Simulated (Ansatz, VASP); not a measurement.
**PN2 in VASP and in Ansatz**

```
P N
1.0
    -2.29945    3.87236    2.33366
     2.29945   -3.87236    2.33366
     2.29945    3.87236   -2.33366
P N
2 4
Direct
  0.25000 0.25000 0.00000
  0.75000 0.75000 0.00000
  0.11001 0.18190 0.29191
  0.88999 0.81810 0.70809
  0.38999 0.68190 0.07188
  0.61001 0.31810 0.92812
```

Alike in both runs: functional PBE; k mesh 6 × 6 × 6; occupations gaussian, width 0.1 eV; no spin polarisation.

Ansatz relaxed the structure, and its values are those at the end. VASP's run is a single point on that final structure, the one shown.

|  | VASP | Ansatz |
| --- | --- | --- |
| version | VASP 6.6.1 | Ansatz 0.2.0 |
| potentials or method | VASP PAW PBE potentials, release 64 (P, N), cutoff 520 eV | scalar-relativistic, plane waves, PAW |
| valence electrons in the cell | 30 | 30 |

Ansatz gave:

- gap on the k mesh at the Fermi level (eV): none
- pressure (GPa): 0.0
- rms of the force components (eV/Å): 0.005

Q: Which values does VASP return?

A: gap on the k mesh at the Fermi level (eV): none; pressure (GPa): -0.7; rms of the force components (eV/Å): 0.036.

A gap of «none» marks a metal or a gap that the smearing closes.
